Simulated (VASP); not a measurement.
Here is a VASP 6.6.1 calculation.

File INCAR:

```
  ALGO = Normal
  EDIFF = 1E-6
  ENCUT = 600
  GGA = PE
  GGA_COMPAT = F
  ISIF = 2
  ISMEAR = 0
  ISPIN = 2
  LASPH = T
  LCHARG = F
  LDAU = T
  LDAUJ = 0.5 0
  LDAUL = 2 -1
  LDAUPRINT = 1
  LDAUTYPE = 1
  LDAUU = 8 0
  LMAXMIX = 4
  LORBIT = 11
  LREAL = F
  LWAVE = F
  MAGMOM = 0.98 0.1 0.1 0.06
  NBANDS = 28
  NELM = 200
  PREC = Accurate
  SIGMA = 0.05
```

Contents of KPOINTS:

```
k-points
0
Gamma
  5 5 5
```

Contents of POSCAR:

```
CuF3
1.0
    3.7647689300      0.0000000000      0.0000000000
    0.0000000000      3.7647689300      0.0000000000
    0.0000000000      0.0000000000      3.7647689300
Cu F
1 3
Direct
    0.0000000000      0.0000000000      0.0000000000
    0.5000000000      0.0000000000      0.0000000000
    0.0000000000      0.0000000000      0.5000000000
    0.0000000000      0.5000000000      0.0000000000
```

Potentials or basis: VASP PAW PBE potentials, release 64 (Cu, F).

The run is started by

```console
$ cat potpaw_PBE.64/Cu/POTCAR potpaw_PBE.64/F/POTCAR > POTCAR
$ mpirun -np 1 vasp_std > vasp.out
```

Task: Estimate the band gap on the k mesh.

Result: Zero (filled and empty bands overlap).

Task: What does it give for the site moments?

Result: Cu +1.32; F +0.22 μB.

Task: Predict the pressure.

Result: 0.9 GPa.

Task: Estimate the net moment.

Result: 2.00 μB per cell.

Eigenvalues of the final occupation matrices:
```tsv
site	spin	trace	eigenvalues
site 1 d	1	5.07	0.99 0.99 0.99 1.05 1.05
site 1 d	2	3.78	0.40 0.40 0.99 0.99 0.99
```

Caveat: a cell with one magnetic atom can't hold antiferromagnetic order, which such compounds often take. The state reached can hang on the start; a lower one may exist.
